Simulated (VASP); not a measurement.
Input of a VASP 6.6.1 run:

File INCAR:

```
SYSTEM = HfSb3Pb2
PREC     = Accurate       ! precision mode
ENCUT    = 600            ! plane-wave cutoff, eV
EDIFF    = 1E-7           ! SCF threshold, eV
ISMEAR   = 0              ! smearing method
SIGMA    = 0.1            ! smearing width, eV
LREAL    = .False.        ! projectors in reciprocal space
LASPH    = .True.         ! aspherical terms in the spheres
NELM     = 80             ! most SCF steps
ALGO     = Normal         ! electronic algorithm
ISIF     = 3              ! what is computed and relaxed
LWAVE    = .False.        ! write WAVECAR
LCHARG   = .False.        ! write CHGCAR
GGA      = PE             ! functional
IBRION   = 2              ! ionic algorithm
NSW      = 90             ! ionic steps
EDIFFG   = -0.04          ! ionic threshold
```

File KPOINTS:

```
regular mesh
0
Gamma
  4 4 2
  0 0 0
```

POSCAR

```
HfSb3Pb2
1.0
    3.8911879500     -2.4210341300      0.0000000000
    3.8911879500      2.4210341300      0.0000000000
   -2.4748727400      0.0000000000      8.7854092500
Hf Sb Pb
1 3 2
Direct
    0.5000000000      0.5000000000      0.5000000000
    0.0000000000      0.0000000000      0.0000000000
    0.3919968600      0.3919968600      0.0723963800
    0.6080031400      0.6080031400      0.9276036200
    0.7680203400      0.7680203400      0.2820978600
    0.2319796600      0.2319796600      0.7179021400
```

Potentials or basis: VASP PAW PBE potentials, release 64 (Hf_pv, Sb, Pb_d).

Command:

```console
$ cat potpaw_PBE.64/Hf_pv/POTCAR potpaw_PBE.64/Sb/POTCAR potpaw_PBE.64/Pb_d/POTCAR > POTCAR
$ mpirun -np 1 vasp_std > vasp.out
```

**Question.** What does it give for the relaxed volume?

**Answer.** 30.71 Å³/atom.

**Question.** Predict the relaxed cell.

**Answer.** a = 4.873 Å, b = 4.873 Å, c = 9.344 Å, α = 105.20°, β = 105.20°, γ = 60.64°.

**Question.** Estimate the band gap on the k mesh.

**Answer.** Zero (an odd number of electrons rules out a gap without spin polarisation).

Step by step:
```tsv
step	energy change (eV)	largest force (eV/Å)	pressure (GPa)	volume (Å³)
1	0.0000	9.4205	17.37	165.53
2	-2.5760	0.7424	-7.30	246.50
3	-3.6918	1.3140	-2.94	204.43
4	-3.6924	1.3402	-2.76	203.61
5	-4.2600	1.3393	-1.32	191.53
6	-4.7554	1.7738	9.54	157.29
7	-4.8361	1.6165	3.71	170.19
8	-4.8739	1.7183	5.41	165.58
9	-5.1519	1.6192	4.94	165.94
10	-5.3427	1.1879	5.37	166.70
11	-5.3960	1.3264	4.92	166.50
12	-5.6647	1.1529	1.98	173.48
13	-5.8274	0.8705	-2.57	189.12
14	-5.8346	0.9072	-1.94	186.43
15	-5.9540	0.8175	-1.71	185.26
16	-6.1718	0.4779	-0.68	181.79
17	-5.9018	1.1777	3.41	173.88
18	-6.2046	0.5982	-0.03	180.22
19	-6.2054	0.6226	0.10	179.90
20	-6.2515	0.4677	0.27	179.77
21	-6.2900	0.1675	0.77	179.48
22	-6.3135	0.1474	-0.33	183.77
23	-6.3146	0.1433	-0.61	184.98
24	-6.3374	0.1577	-0.44	184.90
25	-6.3488	0.1829	-0.23	184.76
26	-6.3607	0.1714	0.26	183.15
27	-6.3638	0.1653	0.66	181.89
28	-6.3707	0.1296	0.47	182.53
29	-6.3785	0.0532	-0.03	184.26
30	-6.3798	0.0475	-0.04	184.25
31	-6.3816	0.0353	-0.06	184.23
```

Caveat: the k points lie up to 0.37 Å⁻¹ apart in the final cell, too coarse for converged energies and pressures of a metal; spin-orbit coupling is left out, which moves the levels of the heavy elements; an odd number of electrons without spin polarisation forces a metal; a magnetic or distorted state may lie lower.
